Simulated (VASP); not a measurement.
# B3N2 (P-6m2) in VASP: notebook

B3N2 is run at these levels: PBE; tasks: relaxation of cell and atoms, single point.

Program: VASP 6.6.1. These are calculated values, not measurements. Logs are shortened: lines on timing, memory, paths and dates and some standing lists are left out, and cuts for length are marked.

**1. The cell of the first run**

It takes space group P-6m2 (No. 187, hexagonal). The conventional cell has a = 4.031 Å, b = 4.031 Å, c = 2.966 Å, α = 90.00°, β = 90.00°, γ = 120.00°. Within 2.0 Å of B (site symmetry 3m) lie 2 B at 1.48 to 1.49 Å. Within 2.0 Å of B (site symmetry -6m2) lie 2 N at 1.48 Å. N (site symmetry -6m2) has 2 B at 1.48 Å within 2.0 Å. Within 3.3 Å of N (site symmetry -6m2) lie 15 B at 2.33 to 3.22 Å and 8 N at 2.76 to 2.97 Å.

The cell was generated, and may not be a known phase.

**2. Relaxation of cell and atoms, PBE**

File INCAR:

```
SYSTEM = B3N2
PREC = Accurate ; ENCUT = 600
EDIFF = 1E-6 ; ISMEAR = 0
SIGMA = 0.1 ; LREAL = .False.
LASPH = .True. ; NELM = 60
ALGO = Normal ; ISIF = 3
LWAVE = .False. ; LCHARG = .False.
GGA = PE ; IBRION = 2
NSW = 90 ; EDIFFG = -0.04
```

File KPOINTS:

```
regular mesh
0
Gamma
  6 6 6
  0 0 0
```

File POSCAR:

```
B3N2
1.0
    4.0311477802      0.0000000000      0.0000000000
   -2.0155738901      3.4910763841      0.0000000000
    0.0000000000      0.0000000000      2.9660062752
B N
3 2
Direct
    0.0000000000      0.0000000000      0.7506544920
    0.0000000000      0.0000000000      0.2493455080
    0.6666666667      0.3333333333      0.0000000000
    0.6666666667      0.3333333333      0.5000000000
    0.3333333333      0.6666666667      0.0000000000
```

Potentials or basis: VASP PAW PBE potentials, release 64 (B, N).

The run is started by

```
cat potpaw_PBE.64/B/POTCAR potpaw_PBE.64/N/POTCAR > POTCAR
mpirun -np 1 vasp_std > vasp.out
```

OUTCAR:

```text
SYSTEM = B3N2
   PREC = Accurate
   ENCUT = 600
   EDIFF = 1E-6
   ISMEAR = 0
   LREAL = .False.
   LASPH = .True.
   NELM = 60
   ISIF = 3
   GGA = PE
   IBRION = 2
   NSW = 90
   EDIFFG = -0.04

 ion  position               nearest neighbor table
   1  0.000  0.000  0.751-   2 1.48   2 1.49
   2  0.000  0.000  0.249-   1 1.48   1 1.49
   3  0.667  0.333  0.000-   4 1.48   4 1.48
   4  0.667  0.333  0.500-   3 1.48   3 1.48
   5  0.333  0.667  0.000-

  LATTYP: Found a hexagonal cell.
 ALAT       =     4.0311477802
 C/A-ratio  =     0.7357721515

  Lattice vectors:

 A1 = (   4.0311477802,   0.0000000000,   0.0000000000)
 A2 = (  -2.0155738901,   3.4910763841,   0.0000000000)
 A3 = (   0.0000000000,   0.0000000000,   2.9660062752)

Analysis of symmetry for initial positions (statically):
=====================================================================
 Subroutine PRICEL returns:
 Original cell was already a primitive cell.

 Routine SETGRP: Setting up the symmetry group for a
 hexagonal supercell.

 Subroutine GETGRP returns: Found 12 space group operations
 (whereof 12 operations were pure point group operations)
 out of a pool of 24 trial point group operations.

The static configuration has the point symmetry D_3h.

Analysis of symmetry for dynamics (positions and initial velocities):
=====================================================================
 Subroutine PRICEL returns:
 Original cell was already a primitive cell.

 Routine SETGRP: Setting up the symmetry group for a
 hexagonal supercell.

 Subroutine GETGRP returns: Found 12 space group operations
 (whereof 12 operations were pure point group operations)
 out of a pool of 24 trial point group operations.

The dynamic configuration has the point symmetry D_3h.

 Subroutine INISYM returns: Found 12 space group operations
 (whereof 12 operations are pure point group operations),
 and found     1 'primitive' translations

----------------------------------------------------------------------------------------

                                     Primitive cell

  volume of cell :      41.7407

  direct lattice vectors                    reciprocal lattice vectors
     4.031147780  0.000000000  0.000000000     0.248068306  0.143222303  0.000000000
    -2.015573890  3.491076384  0.000000000     0.000000000  0.286444606  0.000000000
[... 106 lines left out ...]
   ISMEAR =     0;   SIGMA  =   0.10  broadening in eV -4-tet -1-fermi 0-gaus
   EFERMI_NEDOS =   21; number of points for ismear=-14 and -15
   IALGO  =     38    algorithm
   IMIX   =      4    mixing-type and parameters
     AMIX     =   0.40;   BMIX     =  1.00
     AMIX_MAG =   1.60;   BMIX_MAG =  1.00
  volume/ion in A,a.u.               =       8.35        56.34
  Fermi-wavevector in a.u.,A,eV,Ry     =   1.259329  2.379787 21.577621  1.585910
  Thomas-Fermi vector in A             =   2.392895
   LORBIT       =      0    0 simple, 1 ext, 2 COOP (PROOUT), +10 PAW based schemes
   GGA     = PE    functional components
   LHFCALC =     F    Hartree Fock is set to
   AEXX    =    0.0000 exact exchange contribution
   IVDW    =     0    specifies the selected vdW correction
   LEPSILON=     F    determine dielectric tensor
   LRPA    =     F    only Hartree local field effects (RPA)
 conjugate gradient relaxation of ions
 non-spin polarized calculation
 Gauss-broadening in eV      SIGMA  =   0.10
  energy-cutoff  :      600.00
  volume of cell :       41.74
 maximum number of plane-waves:      1402
   NGX = 17   NGY = 17   NGZ = 11

--------------------------------------- Ionic step        1  -------------------------------------------

 number of electron      19.0000000 magnetization

 Free energy of the ion-electron system (eV)
  ---------------------------------------------------
  ext. energy  EPLUGINS =         0.00000000
  ---------------------------------------------------
  free energy    TOTEN  =       -28.41776946 eV

  energy without entropy =      -28.40085132  energy(sigma->0) =      -28.40931039

------------------------ aborting loop because EDIFF is reached ----------------------------------------

  FORCE on cell =-STRESS in cart. coord.  units (eV):
  Direction    XX          YY          ZZ          XY          YZ          ZX
  --------------------------------------------------------------------------------------
  -------------------------------------------------------------------------------------
  Total       -0.4960146     -0.4960146      0.8140102      0.0000000      0.0000000      0.0000000
  in kB      -19.0390321    -19.0390321     31.2449818      0.0000000      0.0000000      0.0000000
  external PRESSURE =      -2.2776942 kB  Pullay stress =       0.0000000 kB
[... 221 lines left out ...]
--------------------------------------- Ionic step        7  -------------------------------------------

 number of electron      19.0000000 magnetization

 Free energy of the ion-electron system (eV)
  ---------------------------------------------------
  ext. energy  EPLUGINS =         0.00000000
  ---------------------------------------------------
  free energy    TOTEN  =       -28.42938784 eV

  energy without entropy =      -28.41389226  energy(sigma->0) =      -28.42164005

 E-fermi :   4.8451     XC(G=0): -11.4566

 val. band max:        4.8402666202   @ k =   0.3333   0.1667   0.3333
 cond. band min:       4.8653724678   @ k =   0.5000   0.0000   0.5000
 fundamental gap:      0.0251058476
 Fermi energy:         4.8451066107

 k-point     1 :       0.0000    0.0000    0.0000
  band No.  band energies     occupation
      1     -12.9717      2.00000
      2      -7.6548      2.00000
      3      -3.2040      2.00000
      4      -2.6031      2.00000
      5      -1.0493      2.00000
      6      -1.0493      2.00000
      7       0.5372      2.00000
      8       1.0701      2.00000
      9       1.0701      2.00000
     10       5.2222      0.00000
     11       7.5381      0.00000
     12       7.5381      0.00000
     13       8.9034      0.00000
[... 354 lines left out ...]
  band No.  band energies     occupation
      1     -11.2886      2.00000
      2      -8.6573      2.00000
      3      -5.3020      2.00000
      4      -2.9947      2.00000
      5      -2.4845      2.00000
      6       0.6830      2.00000
      7       1.3947      2.00000
      8       1.8709      2.00000
      9       3.6261      2.00000
     10       4.4344      2.00000
     11       6.8794      0.00000
     12       7.6536      0.00000
     13       8.9429      0.00000

 [... further k-points ...]
[... 5 lines left out ...]
  --------------------------------------------------------------------------------------
  -------------------------------------------------------------------------------------
  Total        0.0065924      0.0065924     -0.0908319      0.0000000      0.0000000      0.0000000
  in kB        0.2594742      0.2594742     -3.5750905      0.0000000      0.0000000      0.0000000
  external PRESSURE =      -1.0187140 kB  Pullay stress =       0.0000000 kB
[... 20 lines left out ...]
  FREE ENERGIE OF THE ION-ELECTRON SYSTEM (eV)
  ---------------------------------------------------
  free  energy   TOTEN  =       -28.4293878398 eV

  energy  without entropy=      -28.4138922560  energy(sigma->0) =      -28.42164005

 reached required accuracy - stopping structural energy minimisation
```

Run time: 1.9 min. Hardware: 1 thread of AMD EPYC 7R13, shared host; peak memory 0.13 GiB.

Results:

```yaml
Free_energy: -28.4294 eV
Relaxed_volume: 8.14 Å³/atom
Relaxed_cell: a = 3.965 Å, b = 3.965 Å, c = 2.990 Å, α = 90.00°, β = 90.00°, γ = 120.00°
Space_group_after_relaxing_to_0.1_Å: P-6m2 (No. 187)
Energy_gained_by_relaxing: 2.3 meV/atom
Ionic_steps: 7
Pressure_after_relaxing: -0.1 GPa
Largest_force_after_relaxing: 0.004 eV/Å
Band_gap_on_the_k_mesh: zero (an odd number of electrons rules out a gap without spin polarisation)
```

Forces on the atoms (eV/Å):
```
B    0.000  0.000  0.004
B    0.000  0.000 -0.004
B    0.000  0.000  0.000
N    0.000  0.000  0.000
N    0.000  0.000  0.000
```

Stress tensor (GPa, compression positive):
```
 0.03  0.00  0.00
 0.00  0.03  0.00
 0.00  0.00 -0.36
```

Step by step:
| step | energy change (eV) | largest force (eV/Å) | pressure (GPa) | volume (Å³) |
| --- | --- | --- | --- | --- |
| 1 | 0.0000 | 0.0293 | -0.23 | 41.74 |
| 2 | -0.0051 | 0.1342 | -2.35 | 41.67 |
| 3 | -0.0051 | 0.1225 | -2.20 | 41.67 |
| 4 | -0.0088 | 0.2748 | -1.53 | 41.28 |
| 5 | -0.0091 | 0.4215 | -1.27 | 41.14 |
| 6 | -0.0110 | 0.2037 | -0.68 | 40.92 |
| 7 | -0.0116 | 0.0041 | -0.10 | 40.71 |

Final structure:
```
B N
1.0
     3.96507    0.00000    0.00000
    -1.98253    3.43385    0.00000
     0.00000    0.00000    2.98972
B N
3 2
Direct
  0.00000 0.00000 0.75029
  0.00000 0.00000 0.24971
  0.66667 0.33333 0.00000
  0.66667 0.33333 0.50000
  0.33333 0.66667 0.00000
```

**3. Single point, PBE, collinear spin, ferromagnetic start**

This run uses another cell than the first one, of 8.18 Å³/atom.

File INCAR:

```
SYSTEM = B3N2
  PREC = Accurate
  ENCUT = 520
  EDIFF = 1E-6
  ISMEAR = 0
  SIGMA = 0.1
  LREAL = .FALSE.
  LASPH = .TRUE.
  NELM = 150
  ALGO = Normal
  ISIF = 2
  LWAVE = .FALSE.
  LCHARG = .TRUE.
  ISPIN = 2
  MAGMOM = 0 0 0 1 1
  LORBIT = 11
  GGA = PE
  LELF = .TRUE.
  LVHAR = .TRUE.
  NBANDS = 22
```

File KPOINTS:

```
regular mesh
0
G
  6 6 6
  0 0 0
```

File POSCAR:

```
B3N2
1.0
    3.9750921014      0.0000000000      0.0000000000
   -1.9875460507      3.4425307422      0.0000000000
    0.0000000000      0.0000000000      2.9881914026
B N
3 2
Direct
    0.0000000000      0.0000000000      0.7503622210
    0.0000000000      0.0000000000      0.2496377790
    0.6666666667      0.3333333333      0.0000000000
    0.6666666667      0.3333333333      0.5000000000
    0.3333333333      0.6666666667      0.0000000000
```

Potentials or basis: VASP PAW PBE potentials, release 64 (B, N).

The run is started by

```
cat potpaw_PBE.64/B/POTCAR potpaw_PBE.64/N/POTCAR > POTCAR
mpirun -np 1 vasp_std > vasp.out
```

Wall time 97 s (1 thread of AMD EPYC 7R13, shared host); peak memory 0.15 GiB.

Results (log left out):

| Quantity | Value |
| --- | --- |
| Free energy | -28.5550 eV |
| Pressure | 1.7 GPa |
| Largest force | 0.255 eV/Å |
| Band gap on the k mesh | zero (filled and empty bands overlap) |
| Net moment | 1.01 μB per cell |
| Site moments | B -0.01, -0.02 (each value once); N +0.12, +0.69 μB |
| Valence electrons inside the program's atomic spheres | B 2.01, 1.69 (each value once); N 3.74, 3.40 |

Forces on the atoms (eV/Å):
```
B    0.000  0.000  0.255
B    0.000  0.000 -0.255
B    0.000  0.000  0.000
N    0.000  0.000  0.000
N    0.000  0.000  0.000
```

Stress tensor (GPa, compression positive):
```
2.07 0.00 0.00
0.00 2.07 0.00
0.00 0.00 1.10
```

Levels at points of the mesh, in eV from the Fermi level:
Spin up:
```
           k point  band 6  band 7  band 8  band 9  band 10  band 11  band 12  band 13  band 14  band 15
(0.00, 0.00, 0.00)   -6.02   -4.39   -4.07   -4.07    -0.77     2.39     2.39     3.95     7.41     7.41
(0.50, 0.00, 0.00)   -4.72   -2.89   -1.77   -0.93    -0.74     1.44     1.93     4.09     6.93     7.28
(0.00, 0.00, 0.50)   -3.17   -3.17   -2.93   -2.93    -1.97    -1.11    -1.11     2.80     2.80     7.83
(0.50, 0.00, 0.50)   -4.66   -3.86   -3.75   -0.44    -0.24     1.99     2.79     3.90     4.38     5.52
```
Spin down:
```tsv
k point	band 5	band 6	band 7	band 8	band 9	band 10	band 11	band 12	band 13	band 14
(0.00, 0.00, 0.00)	-5.93	-5.93	-4.35	-3.63	-3.63	1.33	2.84	2.84	4.00	7.55
(0.50, 0.00, 0.00)	-7.48	-4.62	-2.65	-1.40	-0.11	1.19	1.86	2.16	4.24	6.98
(0.00, 0.00, 0.50)	-5.58	-2.96	-2.96	-2.22	-2.22	-1.21	-1.21	-0.16	2.76	2.76
(0.50, 0.00, 0.50)	-7.65	-4.32	-3.58	-2.97	0.33	0.70	2.12	3.37	4.17	4.38
```

**4. Single point, PBE, collinear spin**

This run uses another cell than the first one, of 8.30 Å³/atom.

File INCAR:

```
SYSTEM = B3N2
ALGO     = Normal         ! electronic algorithm
EDIFF    = 1E-7           ! SCF threshold, eV
ENCUT    = 520            ! plane-wave cutoff, eV
GGA      = PE             ! functional
ISIF     = 2              ! what is computed and relaxed
ISMEAR   = 0              ! smearing method
ISPIN    = 2              ! spin polarisation
LASPH    = .True.         ! aspherical terms in the spheres
LCHARG   = .False.        ! write CHGCAR
LORBIT   = 11             ! projections on sites
LREAL    = .False.        ! projectors in reciprocal space
LWAVE    = .False.        ! write WAVECAR
MAGMOM   = 0 0 0 0 0.93   ! initial moments
NBANDS   = 22             ! bands
NELM     = 150            ! most SCF steps
PREC     = Accurate       ! precision mode
SIGMA    = 0.1            ! smearing width, eV
```

File KPOINTS:

```
k-points
0
Gamma
  12 12 12
  0 0 0
```

File POSCAR:

```
B3N2
1.0
    4.0042102504      0.0000000000      0.0000000000
   -2.0021051252      3.4677477990      0.0000000000
    0.0000000000      0.0000000000      2.9899377104
B N
3 2
Direct
    0.0000000000      0.0000000000      0.7510071780
    0.0000000000      0.0000000000      0.2489928220
    0.6666666667      0.3333333333      0.0000000000
    0.6666666667      0.3333333333      0.5000000000
    0.3333333333      0.6666666667      0.0000000000
```

The run is started by

```
cat potpaw_PBE.64/B/POTCAR potpaw_PBE.64/N/POTCAR > POTCAR
mpirun -np 1 vasp_std > vasp.out
```

Wall time 7.1 min (1 thread of AMD EPYC 7R13, shared host); peak memory 0.25 GiB.

It converged, with:

| Property | Result |
| --- | --- |
| Free energy | -28.5463 eV |
| Pressure | -0.2 GPa |
| Largest force | 0.005 eV/Å |
| Band gap on the k mesh | zero (filled and empty bands overlap) |
| Net moment | 0.97 μB per cell |
| Site moments | B -0.01, -0.02 (each value once); N +0.11, +0.68 μB |
| Valence electrons inside the program's atomic spheres | B 2.01, 1.68 (each value once); N 3.73, 3.39 |

Forces in eV/Å, atoms in the order of the input:
```
B    0.000  0.000 -0.005
B    0.000  0.000  0.005
B    0.000  0.000  0.000
N    0.000  0.000  0.000
N    0.000  0.000  0.000
```

Stress tensor (GPa, compression positive):
```
-0.10  0.00  0.00
 0.00 -0.10  0.00
 0.00  0.00 -0.27
```

Levels at points of the mesh, in eV from the Fermi level:
Spin up:
```
           k point  band 7  band 8  band 9  band 10  band 11  band 12  band 13  band 14
(0.00, 0.00, 0.00)   -4.30   -3.95   -3.95    -0.67     2.39     2.39     3.95     7.44
(0.50, 0.00, 0.00)   -2.86   -1.75   -0.81    -0.69     1.42     1.91     4.12     6.99
(0.00, 0.00, 0.50)   -3.04   -2.81   -2.81    -1.90    -1.00    -1.00     2.87     2.87
(0.50, 0.00, 0.50)   -3.75   -3.60   -0.41    -0.21     1.98     2.78     3.91     4.39
```
Spin down:
```csv
k point,band 7,band 8,band 9,band 10,band 11,band 12
"(0.00, 0.00, 0.00)",-4.27,-3.52,-3.52,1.41,2.83,2.83
"(0.50, 0.00, 0.00)",-2.64,-1.39,-0.08,1.28,1.83,2.14
"(0.00, 0.00, 0.50)",-2.86,-2.10,-2.10,-1.12,-1.12,-0.11
"(0.50, 0.00, 0.50)",-3.45,-2.87,0.34,0.71,2.09,3.35
```

**5. The runs side by side**

| task | spin | cell | k mesh | cutoff (eV) | gap on the mesh (eV) | pressure (GPa) | moment (μB) | largest force (eV/Å) |
| --- | --- | --- | --- | --- | --- | --- | --- | --- |
| relaxation of cell and atoms | off | relaxed from a = 4.031, b = 4.031, c = 2.966 Å, angles 90.0, 90.0, 120.0°, 5 atoms, atomic positions A | 6 × 6 × 6 | 600 | none | -0.1 | - | - |
| single point | collinear, ferromagnetic start | a = 3.975, b = 3.975, c = 2.988 Å, angles 90.0, 90.0, 120.0°, 5 atoms, atomic positions B | 6 × 6 × 6 | 520 | none | 1.7 | 1.01 | 0.25 |
| single point | collinear | a = 4.004, b = 4.004, c = 2.990 Å, angles 90.0, 90.0, 120.0°, 5 atoms, atomic positions C | 12 × 12 × 12 | 520 | none | -0.2 | 0.97 | 0.01 |

Alike in all rows: level PBE; potentials or basis VASP PAW PBE potentials, release 64 (B, N); smearing gaussian 0.1 eV.

Absolute energies hang on the potentials; compare differences alone.

The gap in the log of VASP goes by the Fermi energy; the results here count the filled bands.